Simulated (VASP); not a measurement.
# AlN (P6_3/mmc) in VASP: further runs

Runs on AlN. Level: PBEsol. Tasks: single point.

Program: VASP 6.6.1. These are calculated values, not measurements. Logs are shortened: lines on timing, memory, paths and dates and some standing lists are left out, and cuts for length are marked.

## Step 1: The cell of the first run

The structure is hexagonal, space group P6_3/mmc (No. 194). The conventional cell has a = 3.312 Å, b = 3.312 Å, c = 4.118 Å, α = 90.00°, β = 90.00°, γ = 120.00°. Al (site symmetry -6m2) has 5 N at 1.91 to 2.06 Å within 2.5 Å. Within 2.5 Å of N (site symmetry -6m2) lie 5 Al at 1.91 to 2.06 Å.

## Step 2: Single point, PBEsol

INCAR

```
PREC = Accurate ; ENCUT = 520
EDIFF = 1E-6 ; ISMEAR = 0
SIGMA = 0.02 ; LREAL = False
LASPH = True ; NELM = 80
ALGO = Normal ; ISIF = 2
LWAVE = False ; LCHARG = False
GGA = PS ; NBANDS = 16
```

KPOINTS

```
regular mesh
0
Gamma
  12 12 6
```

POSCAR

```
AlN
1.0
    3.3121160000      0.0000000000      0.0000000000
   -1.6560580000      2.8683760000      0.0000000000
    0.0000000000      0.0000000000      4.1177702833
Al N
2 2
Direct
    0.3333333333      0.6666666667      0.7500000000
    0.6666666667      0.3333333333      0.2500000000
    0.3333333333      0.6666666667      0.2500000000
    0.6666666667      0.3333333333      0.7500000000
```

Potentials or basis: VASP PAW PBE potentials, release 64 (Al, N).

Launch:

```console
cat potpaw_PBE.64/Al/POTCAR potpaw_PBE.64/N/POTCAR > POTCAR
mpirun -np 1 vasp_std > vasp.out
```

OUTCAR:

```text
PREC = Accurate
   ENCUT = 520
   EDIFF = 1E-6
   ISMEAR = 0
   LREAL = False
   LASPH = True
   NELM = 80
   ISIF = 2
   GGA = PS

 ion  position               nearest neighbor table
   1  0.333  0.667  0.750-   4 1.91   4 1.91   4 1.91   3 2.06   3 2.06   2 2.81   2 2.81   2 2.81
                             2 2.81   2 2.81   2 2.81
   2  0.667  0.333  0.250-   3 1.91   3 1.91   3 1.91   4 2.06   4 2.06   1 2.81   1 2.81   1 2.81
                             1 2.81   1 2.81   1 2.81
   3  0.333  0.667  0.250-   2 1.91   2 1.91   2 1.91   1 2.06   1 2.06
   4  0.667  0.333  0.750-   1 1.91   1 1.91   1 1.91   2 2.06   2 2.06

  LATTYP: Found a hexagonal cell.
 ALAT       =     3.3121160000
 C/A-ratio  =     1.2432445854

  Lattice vectors:

 A1 = (   3.3121160000,   0.0000000000,   0.0000000000)
 A2 = (  -1.6560580000,   2.8683760000,   0.0000000000)
 A3 = (   0.0000000000,   0.0000000000,   4.1177702833)

Analysis of symmetry for initial positions (statically):
=====================================================================
 Subroutine PRICEL returns:
 Original cell was already a primitive cell.

 Routine SETGRP: Setting up the symmetry group for a
 hexagonal supercell.

 Subroutine GETGRP returns: Found 24 space group operations
 (whereof 12 operations were pure point group operations)
 out of a pool of 24 trial point group operations.

The static configuration has the point symmetry D_3d.
 The point group associated with its full space group is D_6h.

Analysis of symmetry for dynamics (positions and initial velocities):
=====================================================================
 Subroutine PRICEL returns:
 Original cell was already a primitive cell.

 Routine SETGRP: Setting up the symmetry group for a
 hexagonal supercell.

 Subroutine GETGRP returns: Found 24 space group operations
 (whereof 12 operations were pure point group operations)
 out of a pool of 24 trial point group operations.

The dynamic configuration has the point symmetry D_3d.
 The point group associated with its full space group is D_6h.

 Subroutine INISYM returns: Found 24 space group operations
 (whereof 12 operations are pure point group operations),
 and found     1 'primitive' translations

----------------------------------------------------------------------------------------

                                     Primitive cell

  volume of cell :      39.1204

  direct lattice vectors                    reciprocal lattice vectors
     3.312116000  0.000000000  0.000000000     0.301921793  0.174314664  0.000000000
    -1.656058000  2.868376000  0.000000000     0.000000000  0.348629329  0.000000000
     0.000000000  0.000000000  4.117770283     0.000000000  0.000000000  0.242849875

  length of vectors
     3.312116000  3.312115484  4.117770283     0.348629275  0.348629329  0.242849875

  position of ions in fractional coordinates (direct lattice)
     0.333333333  0.666666667  0.750000000
     0.666666667  0.333333333  0.250000000
     0.333333333  0.666666667  0.250000000
     0.666666667  0.333333333  0.750000000

  ion indices of the primitive-cell ions
   primitive index   ion index
                 1           1
                 2           2
                 3           3
                 4           4

----------------------------------------------------------------------------------------

 KPOINTS: regular mesh

Automatic generation of k-mesh.
 Grid dimensions read from file:
 generate k-points for:   12   12    6

 Generating k-lattice:

  Cartesian coordinates                     Fractional coordinates (reciprocal lattice)
     0.025160149  0.014526222  0.000000000     0.083333333 -0.000000000  0.000000000
     0.000000000  0.029052444  0.000000000     0.000000000  0.083333333  0.000000000
     0.000000000  0.000000000  0.040474979     0.000000000  0.000000000  0.166666667

  Length of vectors
     0.029052440  0.029052444  0.040474979

  Shift w.r.t. Gamma in fractional coordinates (k-lattice)
     0.000000000  0.000000000  0.000000000

 Subroutine IBZKPT returns following result:
 ===========================================

 Found     76 irreducible k-points:

 Following reciprocal coordinates:
            Coordinates               Weight
  0.000000  0.000000  0.000000      1.000000
  0.083333  0.000000  0.000000      6.000000
  0.166667  0.000000  0.000000      6.000000
  0.250000 -0.000000  0.000000      6.000000
  0.333333 -0.000000  0.000000      6.000000
  0.416667 -0.000000  0.000000      6.000000
[... 16 lines left out ...]
  0.250000 -0.000000  0.166667     12.000000
  0.333333 -0.000000  0.166667     12.000000
 [... further k-points ...]
   k-points           NKPTS =     76   k-points in BZ     NKDIM =     76   number of bands    NBANDS=     16
   number of dos      NEDOS =    301   number of ions     NIONS =      4
   total plane-waves  NPLWV =  25088
   dimension x,y,z NGX =    28 NGY =   28 NGZ =   32
[... 66 lines left out ...]
 cond. band min:      11.3328078643   @ k =   0.0000   0.0000   0.0000
 fundamental gap:      3.3548736068
 Fermi energy:         8.0576666624

 k-point     1 :       0.0000    0.0000    0.0000
  band No.  band energies     occupation
      1      -8.8607      2.00000
      2      -5.0142      2.00000
      3       1.0537      2.00000
      4       4.6591      2.00000
      5       4.6591      2.00000
      6       6.4297      2.00000
[... 8 lines left out ...]
     15      19.8347      0.00000
     16      19.8347      0.00000

 k-point     2 :       0.0833    0.0000    0.0000
  band No.  band energies     occupation
      1      -8.7804      2.00000
      2      -5.0153      2.00000
      3       1.1388      2.00000
      4       4.3700      2.00000
      5       4.5377      2.00000
      6       6.1335      2.00000
[... 8 lines left out ...]
     15      19.4819      0.00000
     16      19.5397      0.00000

 k-point     3 :       0.1667    0.0000    0.0000
  band No.  band energies     occupation
      1      -8.5449      2.00000
      2      -5.0338      2.00000
      3       1.3905      2.00000
      4       3.6557      2.00000
      5       4.2532      2.00000
      6       5.5030      2.00000
[... 8 lines left out ...]
     15      18.7747      0.00000
     16      20.1004      0.00000

 k-point     4 :       0.2500   -0.0000    0.0000
  band No.  band energies     occupation
      1      -8.1725      2.00000
      2      -5.1105      2.00000
      3       1.7954      2.00000
      4       2.8217      2.00000
      5       3.9331      2.00000
      6       4.8463      2.00000
[... 8 lines left out ...]
     15      18.2200      0.00000
     16      20.7075      0.00000

 k-point     5 :       0.3333   -0.0000    0.0000
  band No.  band energies     occupation
      1      -7.7020      2.00000
      2      -5.2923      2.00000
      3       2.1155      2.00000
      4       2.3219      2.00000
      5       3.6614      2.00000
      6       4.2990      2.00000
[... 8 lines left out ...]
     15      19.2836      0.00000
     16      21.1227      0.00000

 k-point     6 :       0.4167   -0.0000    0.0000
  band No.  band energies     occupation
      1      -7.2197      2.00000
      2      -5.5735      2.00000
      3       1.6693      2.00000
      4       2.8843      2.00000
      5       3.4836      2.00000
      6       3.9348      2.00000
[... 8 lines left out ...]
     15      20.5762      0.00000
     16      21.4443      0.00000
[... 267 lines left out ...]
 k-point    21 :       0.0833    0.0000    0.1667
  band No.  band energies     occupation
      1      -8.6047      2.00000
      2      -5.4220      2.00000
      3       1.5892      2.00000
      4       4.5325      2.00000
      5       4.6515      2.00000
      6       5.8650      2.00000
[... 8 lines left out ...]
     15      19.8373      0.00000
     16      20.0759      0.00000

 k-point    22 :       0.1667    0.0000    0.1667
  band No.  band energies     occupation
      1      -8.3739      2.00000
      2      -5.3852      2.00000
      3       1.6292      2.00000
      4       3.9761      2.00000
      5       4.3801      2.00000
      6       5.1067      2.00000
[... 8 lines left out ...]
     15      19.4474      0.00000
     16      20.2645      0.00000

 k-point    23 :       0.2500   -0.0000    0.1667
  band No.  band energies     occupation
      1      -8.0104      2.00000
      2      -5.3745      2.00000
      3       1.5701      2.00000
      4       3.4368      2.00000
      5       4.0723      2.00000
      6       4.4069      2.00000
[... 8 lines left out ...]
     15      19.0881      0.00000
     16      20.6011      0.00000

 k-point    24 :       0.3333   -0.0000    0.1667
  band No.  band energies     occupation
      1      -7.5546      2.00000
      2      -5.4513      2.00000
      3       1.3347      2.00000
      4       3.1078      2.00000
      5       3.8093      2.00000
      6       3.9611      2.00000
[... 8 lines left out ...]
     15      19.6364      0.00000
     16      20.9224      0.00000

 [... further k-points ...]
[... 5 lines left out ...]
  --------------------------------------------------------------------------------------
  -------------------------------------------------------------------------------------
  Total       -0.2454376     -0.2454375      0.1992611      0.0000000      0.0000000     -0.0000000
  in kB      -10.0518931    -10.0518889      8.1607354      0.0000000      0.0000000     -0.0000000
  external PRESSURE =      -3.9810155 kB  Pullay stress =       0.0000000 kB

 VOLUME and BASIS-vectors are now :
 -----------------------------------------------------------------------------
  energy-cutoff  :      520.00
  volume of cell :       39.12
      direct lattice vectors                 reciprocal lattice vectors
     3.312116000  0.000000000  0.000000000     0.301921793  0.174314664  0.000000000
    -1.656058000  2.868376000  0.000000000     0.000000000  0.348629329  0.000000000
     0.000000000  0.000000000  4.117770283     0.000000000  0.000000000  0.242849875

 POSITION                                       TOTAL-FORCE (eV/Angst)
 -----------------------------------------------------------------------------------
     -0.00000      1.91225      3.08833        -0.000000     -0.000000      0.000000
      1.65606      0.95613      1.02944        -0.000000      0.000000      0.000000
     -0.00000      1.91225      1.02944         0.000000     -0.000000      0.000000
      1.65606      0.95613      3.08833        -0.000000      0.000000      0.000000
 -----------------------------------------------------------------------------------
    total drift:                               -0.000000      0.000000     -0.000000

  FREE ENERGIE OF THE ION-ELECTRON SYSTEM (eV)
  ---------------------------------------------------
  free  energy   TOTEN  =       -30.9445195933 eV

  energy  without entropy=      -30.9445195933  energy(sigma->0) =      -30.94451959
```

Run time: 57 s. Hardware: 1 thread of Intel Xeon Platinum 8375C at 2.90GHz (Ice Lake), shared host; peak memory 0.18 GiB.

Results:

```yaml
Free_energy: -30.9445 eV
Pressure: -0.4 GPa
Band_gap_on_the_k_mesh: 3.35 eV, direct
```

Caveat: the PAW data sets were made with another functional, which shifts forces and pressure a little. Expect the measured gap to be larger: semilocal functionals such as PBEsol lack the derivative discontinuity.

## Step 3: Single point, PBEsol

This run uses another cell than the first one, of 9.95 Å³/atom, 1.017 times its volume.

INCAR

```
SYSTEM = AlN
PREC = Accurate
ENCUT = 520
EDIFF = 1E-7
ISMEAR = 0
SIGMA = 0.02
LREAL = .False.
LASPH = .True.
NELM = 60
ALGO = Normal
ISIF = 2
LWAVE = .False.
LCHARG = .False.
GGA = PS
NBANDS = 16
```

KPOINTS

```
regular mesh
0
Gamma
  12 12 6
  0 0 0
```

Changes to POSCAR since step 2:

```diff
@@ -4,3 +4,3 @@
    -1.6560580000      2.8683760000      0.0000000000
-    0.0000000000      0.0000000000      4.1177702833
+    0.0000000000      0.0000000000      4.1875630000
 Al N
```

Potentials or basis: VASP PAW PBE potentials, release 64 (Al, N).

Launch:

```console
cat potpaw_PBE.64/Al/POTCAR potpaw_PBE.64/N/POTCAR > POTCAR
mpirun -np 1 vasp_std > vasp.out
```

It took 63 s on 1 thread of Intel Xeon Platinum 8375C at 2.90GHz (Ice Lake), shared host; peak memory 0.18 GiB.

It converged, with:

```
Free energy            : -30.9377 eV
Pressure               : -3.5 GPa
Band gap on the k mesh : 3.19 eV, direct
```

Stress tensor (GPa, compression positive):
```
-3.23  0.00  0.00
 0.00 -3.23  0.00
 0.00  0.00 -4.12
```

Levels at points of the mesh, in eV from the valence-band top:
```tsv
k point	band 5	band 6	band 7	band 8	band 9	band 10	band 11	band 12
(0.00, 0.00, 0.00)	-3.28	-1.62	-1.62	0.00	3.19	4.34	8.13	8.13
(0.50, 0.00, 0.00)	-4.50	-4.33	-2.92	-1.46	3.76	7.02	7.05	9.07
(0.00, 0.00, 0.50)	-2.49	-2.49	-2.49	-2.49	5.57	5.57	8.32	8.32
(0.50, 0.00, 0.50)	-3.26	-3.26	-1.76	-1.76	4.95	4.95	9.17	9.17
```

Caveat: the PAW data sets were made with another functional, which shifts forces and pressure a little. A k mesh can miss the band edges.

## Step 4: Single point, PBEsol

This run uses another cell than the first one, of 10.11 Å³/atom, 1.034 times its volume.

Changes to INCAR since step 3:

```diff
@@ -8,3 +8,3 @@
 LASPH = .True.
-NELM = 60
+NELM = 80
 ALGO = Normal
```

KPOINTS is that of step 3.

Changes to POSCAR since step 3:

```diff
@@ -4,3 +4,3 @@
    -1.6560580000      2.8683760000      0.0000000000
-    0.0000000000      0.0000000000      4.1875630000
+    0.0000000000      0.0000000000      4.2573557167
 Al N
```

Launch:

```console
cat potpaw_PBE.64/Al/POTCAR potpaw_PBE.64/N/POTCAR > POTCAR
mpirun -np 1 vasp_std > vasp.out
```

It took 64 s on 1 thread of Intel Xeon Platinum 8375C at 2.90GHz (Ice Lake), shared host; peak memory 0.18 GiB.

It converged, with:

| Quantity | Value |
| --- | --- |
| Free energy | -30.9125 eV |
| Pressure | -6.2 GPa |
| Band gap on the k mesh | 3.02 eV, direct |

Stress tensor (GPa, compression positive):
```
-5.28  0.00  0.00
 0.00 -5.28  0.00
 0.00  0.00 -8.11
```

Levels at points of the mesh, in eV from the valence-band top:
| k point | band 5 | band 6 | band 7 | band 8 | band 9 | band 10 | band 11 | band 12 |
| --- | --- | --- | --- | --- | --- | --- | --- | --- |
| (0.00, 0.00, 0.00) | -3.25 | -1.68 | -1.68 | 0.00 | 3.02 | 4.22 | 8.08 | 8.08 |
| (0.50, 0.00, 0.00) | -4.48 | -4.45 | -2.89 | -1.58 | 3.70 | 6.72 | 6.88 | 9.02 |
| (0.00, 0.00, 0.50) | -2.50 | -2.50 | -2.50 | -2.50 | 5.42 | 5.42 | 8.30 | 8.30 |
| (0.50, 0.00, 0.50) | -3.27 | -3.27 | -1.80 | -1.80 | 4.81 | 4.81 | 8.75 | 8.75 |

Caveat: the PAW data sets were made with another functional, which shifts forces and pressure a little. Expect the measured gap to be larger: semilocal functionals such as PBEsol lack the derivative discontinuity.

## Step 5: Single point, PBEsol

This run uses another cell than the first one, of 10.28 Å³/atom, 1.051 times its volume.

INCAR

```
SYSTEM = AlN
ALGO     = Normal         ! electronic algorithm
EDIFF    = 1E-7           ! SCF threshold, eV
ENCUT    = 520            ! plane-wave cutoff, eV
GGA      = PS             ! functional
ISIF     = 2              ! what is computed and relaxed
ISMEAR   = 0              ! smearing method
LASPH    = .TRUE.         ! aspherical terms in the spheres
LCHARG   = .FALSE.        ! write CHGCAR
LREAL    = .FALSE.        ! projectors in reciprocal space
LWAVE    = .FALSE.        ! write WAVECAR
NBANDS   = 16             ! bands
NELM     = 100            ! most SCF steps
PREC     = Accurate       ! precision mode
SIGMA    = 0.02           ! smearing width, eV
```

KPOINTS

```
k-points
0
G
  12 12 6
  0 0 0
```

Changes to POSCAR since step 4:

```diff
@@ -4,3 +4,3 @@
    -1.6560580000      2.8683760000      0.0000000000
-    0.0000000000      0.0000000000      4.2573557167
+    0.0000000000      0.0000000000      4.3271484333
 Al N
```

Launch:

```console
cat potpaw_PBE.64/Al/POTCAR potpaw_PBE.64/N/POTCAR > POTCAR
mpirun -np 1 vasp_std > vasp.out
```

Wall time 67 s (1 thread of Intel Xeon Platinum 8375C at 2.90GHz (Ice Lake), shared host); peak memory 0.18 GiB.

It converged, with:

```yaml
Free_energy: -30.8725 eV
Pressure: -8.5 GPa
Band_gap_on_the_k_mesh: 2.85 eV, direct
```

Stress tensor (GPa, compression positive):
```
 -7.17   0.00   0.00
  0.00  -7.17   0.00
  0.00   0.00 -11.29
```

Levels at points of the mesh, in eV from the valence-band top:
```
           k point  band 6  band 7  band 8  band 9  band 10  band 11
(0.00, 0.00, 0.00)   -1.74   -1.74    0.00    2.85     4.12     8.04
(0.50, 0.00, 0.00)   -4.40   -2.86   -1.70    3.66     6.45     6.72
(0.00, 0.00, 0.50)   -2.51   -2.51   -2.51    5.28     5.28     8.29
(0.50, 0.00, 0.50)   -3.28   -1.84   -1.84    4.68     4.68     8.38
```

Caveat: the PAW data sets were made with another functional, which shifts forces and pressure a little.

## Step 6: Single point, PBEsol

This run uses another cell than the first one, of 10.44 Å³/atom, 1.068 times its volume.

INCAR

```
PREC = Accurate
ENCUT = 520
EDIFF = 1E-6
ISMEAR = 0
SIGMA = 0.02
LREAL = F
LASPH = T
NELM = 60
ALGO = Normal
ISIF = 2
LWAVE = F
LCHARG = F
GGA = PS
NBANDS = 16
```

KPOINTS

```
regular mesh
0
Gamma
  12 12 6
```

Changes to POSCAR since step 5:

```diff
@@ -4,3 +4,3 @@
    -1.6560580000      2.8683760000      0.0000000000
-    0.0000000000      0.0000000000      4.3271484333
+    0.0000000000      0.0000000000      4.3969411500
 Al N
```

Potentials or basis: VASP PAW PBE potentials, release 64 (Al, N).

Launch:

```console
cat potpaw_PBE.64/Al/POTCAR potpaw_PBE.64/N/POTCAR > POTCAR
mpirun -np 1 vasp_std > vasp.out
```

It took 64 s on 1 thread of Intel Xeon Platinum 8375C at 2.90GHz (Ice Lake), shared host; peak memory 0.19 GiB.

It converged, with:

- Free energy: -30.8208 eV
- Pressure: -10.5 GPa
- Band gap on the k mesh: 2.69 eV, direct

Stress tensor (GPa, compression positive):
```
 -8.91   0.00   0.00
  0.00  -8.91   0.00
  0.00   0.00 -13.79
```

Levels at points of the mesh, in eV from the valence-band top:
| k point | band 4 | band 5 | band 6 | band 7 | band 8 | band 9 | band 10 | band 11 | band 12 | band 13 |
| --- | --- | --- | --- | --- | --- | --- | --- | --- | --- | --- |
| (0.00, 0.00, 0.00) | -3.17 | -3.17 | -1.79 | -1.79 | 0.00 | 2.69 | 4.03 | 8.02 | 8.02 | 10.61 |
| (0.50, 0.00, 0.00) | -4.74 | -4.64 | -4.34 | -2.82 | -1.80 | 3.62 | 6.19 | 6.57 | 8.70 | 8.95 |
| (0.00, 0.00, 0.50) | -3.81 | -2.51 | -2.51 | -2.51 | -2.51 | 5.14 | 5.14 | 8.28 | 8.28 | 8.28 |
| (0.50, 0.00, 0.50) | -7.17 | -3.28 | -3.28 | -1.87 | -1.87 | 4.55 | 4.55 | 8.04 | 8.04 | 10.52 |

Caveat: the PAW data sets were made with another functional, which shifts forces and pressure a little.

## Step 7: Summary

```csv
cell,gap on the mesh (eV),pressure (GPa)
"a = 3.312, b = 3.312, c = 4.118 Å, angles 90.0, 90.0, 120.0°, 4 atoms",3.35,-0.4
"a = 3.312, b = 3.312, c = 4.188 Å, angles 90.0, 90.0, 120.0°, 4 atoms",3.19,-3.5
"a = 3.312, b = 3.312, c = 4.257 Å, angles 90.0, 90.0, 120.0°, 4 atoms",3.02,-6.2
"a = 3.312, b = 3.312, c = 4.327 Å, angles 90.0, 90.0, 120.0°, 4 atoms",2.85,-8.5
"a = 3.312, b = 3.312, c = 4.397 Å, angles 90.0, 90.0, 120.0°, 4 atoms",2.69,-10.5
```

Alike in all rows: task single point; level PBEsol; potentials or basis VASP PAW PBE potentials, release 64 (Al, N); no spin polarisation; k mesh 12 × 12 × 6; cutoff (eV) 520; smearing gaussian 0.02 eV.

Caveats: the PAW data sets were made with another functional, which shifts forces and pressure a little.

Total energies depend on the potentials used, so only differences within one code and one set of settings carry meaning.
